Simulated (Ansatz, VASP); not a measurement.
## BAs in VASP and in Ansatz

Contents of INCAR:

```
SYSTEM = BAs
PREC     = Accurate       ! precision mode
ENCUT    = 520            ! plane-wave cutoff, eV
EDIFF    = 1E-6           ! SCF threshold, eV
ISMEAR   = 0              ! smearing method
SIGMA    = 0.05           ! smearing width, eV
LREAL    = .False.        ! projectors in reciprocal space
LASPH    = .True.         ! aspherical terms in the spheres
NELM     = 100            ! most SCF steps
ALGO     = Normal         ! electronic algorithm
ISIF     = 2              ! what is computed and relaxed
LWAVE    = .False.        ! write WAVECAR
LCHARG   = .True.         ! write CHGCAR
GGA      = PE             ! functional
LELF     = .True.         ! ELF
LVHAR    = .True.       
NBANDS   = 11             ! bands
```

Contents of KPOINTS:

```
regular mesh
0
Gamma
  12 12 12
  0 0 0
```

POSCAR

```
BAs
1.0
    0.0000000000      2.3656235532      2.4839047309
    2.3656235532      0.0000000000      2.4839047309
    2.3656235532      2.3656235532      0.0000000000
B As
1 1
Direct
    0.0000000000      0.0000000000      0.0000000000
    0.7500000000      0.7500000000      0.7500000000
```

Input for Ansatz:

```yaml
crystal:
  lattice:
    - [0.0, 2.3656235532, 2.4839047309]
    - [2.3656235532, 0.0, 2.4839047309]
    - [2.3656235532, 2.3656235532, 0.0]
  atoms:
    - { symbol: B, position: [0.0, 0.0, 0.0] }
    - { symbol: As, position: [0.75, 0.75, 0.75] }
basis:
  ecutwfc: 420
kpoints:
  mp_grid: { grid: [12, 12, 12] }
hamiltonian:
  xc: pbe
scf:
  occupations: { method: gaussian, width: 0.05 }
output:
  forces: true
  stress: true
  eigenvalues: true
```

Alike in both runs: task single point; functional PBE; k mesh 12 × 12 × 12; occupations gaussian, width 0.05 eV; no spin polarisation.

|  | VASP | Ansatz |
| --- | --- | --- |
| version | VASP 6.6.1 | Ansatz 0.2.0 |
| potentials or method | VASP PAW PBE potentials, release 64 (B, As), cutoff 520 eV | scalar-relativistic, plane waves, PAW |
| valence electrons in the cell | 8 | 18 |

|  | VASP | Ansatz | Ansatz less VASP |
| --- | --- | --- | --- |
| gap on the k mesh at the Fermi level (eV) | 0.84 | 0.85 | +0.008 |
| least direct gap on the mesh (eV) | 3.00 | 3.00 | +0.004 |
| pressure (GPa) | 0.6 | 0.0 | -0.59 |
| traceless stress, the component that is largest in VASP (GPa) | -7.06 | -7.09 | -0.029 |

VASP's potentials hold 8 valence electrons a cell and Ansatz's 18, so a difference there can come from the potentials and not from the codes.
